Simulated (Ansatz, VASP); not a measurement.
# Two plane-wave programs on LiH

```xyz
2
Lattice="2.4048 0.0000 0.0000 0.0000 2.4048 0.0000 0.0000 0.0000 2.4048" Properties=species:S:1:pos:R:3 pbc="T T T"
Li    0.0000    0.0000    0.0000
H     1.2024    1.2024    1.2024
```

Change from the starting cell: hydrostatic strain -3.9%.

Alike in both runs: task single point; functional r2SCAN; k mesh 10 × 10 × 10; no spin polarisation.

|  | VASP | Ansatz |
| --- | --- | --- |
| version | VASP 6.6.1 | Ansatz 0.2.0 |
| potentials or method | VASP PAW PBE potentials, release 64 (Li_sv, H) | plane waves, PAW |
| plane-wave cutoff (eV) | 520 | 500 |
| occupations | gaussian, width 0.01 eV | fixed |
| valence electrons in the cell | 4 | 4 |

```tsv
	VASP	Ansatz	Ansatz less VASP
gap on the k mesh at the Fermi level (eV)	1.27	1.09	-0.188
```

VASP's potentials were made for PBE, not for r2SCAN.

Noted on VASP's run: the cutoff is under 1.25 times that of the potentials, so the pressure is a little rough.
